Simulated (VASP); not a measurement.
**MgO: single point with PBE**

The system is MgO.

```
Mg O
1.0
     3.48638    0.00000    0.00000
    -1.74319    3.17780    0.00000
     0.00000    0.00000    4.17804
Mg O
2 2
Direct
  0.66667 0.33333 0.75000
  0.33333 0.66667 0.25000
  0.66667 0.33333 0.25000
  0.33333 0.66667 0.75000
```

This cell differs from its parent crystal: strain +0.0525 x Voigt [0, 1, 0, 0, 0, 0].

```yaml
Program: VASP 6.6.1
Task: single point
Functional: PBE
Potentials_or_basis: VASP PAW PBE potentials, release 64 (Mg, O)
Cutoff: 520 eV
k_mesh: 6 × 6 × 6
Occupations: gaussian, width 0.05 eV
Spin: no spin polarisation
Dipole_correction: no
Further_INCAR_settings: ALGO = Normal; EDIFF = 1e-07; NBANDS = 16
```

```json
{
 "Pressure": "-2.1 GPa",
 "Largest force": "0.323 eV/Å",
 "Band gap on the k mesh": "3.21 eV"
}
```

Forces on the atoms (eV/Å):
```
Mg   0.000 -0.258  0.000
Mg   0.000  0.258  0.000
O    0.000 -0.323  0.000
O    0.000  0.323  0.000
```

Stress tensor (GPa, compression positive):
```
 0.27  0.00  0.00
 0.00 -6.94  0.00
 0.00  0.00  0.50
```

Levels at points of the mesh, in eV from the valence-band top:
| k point | band 5 | band 6 | band 7 | band 8 | band 9 | band 10 | band 11 | band 12 |
| --- | --- | --- | --- | --- | --- | --- | --- | --- |
| (0.00, 0.00, 0.00) | -1.57 | -0.73 | -0.61 | 0.00 | 3.21 | 9.16 | 11.76 | 12.11 |
| (0.50, 0.00, 0.00) | -2.15 | -1.75 | -1.23 | -0.42 | 6.78 | 8.62 | 9.96 | 11.60 |
| (0.00, 0.50, 0.00) | -2.07 | -1.77 | -1.13 | -0.34 | 6.92 | 8.68 | 9.91 | 11.53 |
| (0.00, 0.00, 0.50) | -1.22 | -1.22 | -1.11 | -1.11 | 6.24 | 6.24 | 12.08 | 12.08 |
| (0.50, 0.00, 0.50) | -1.47 | -1.47 | -0.70 | -0.70 | 7.17 | 7.17 | 11.52 | 11.52 |
| (0.00, 0.50, 0.50) | -1.30 | -1.30 | -0.69 | -0.69 | 7.25 | 7.25 | 11.34 | 11.34 |

It took 57 s on 1 thread of Intel Xeon 8259CL, with other jobs on the host, peak memory 0.18 GiB.

Caveat: the cell differs from its parent crystal (strain +0.0525 x Voigt [0, 1, 0, 0, 0, 0]).
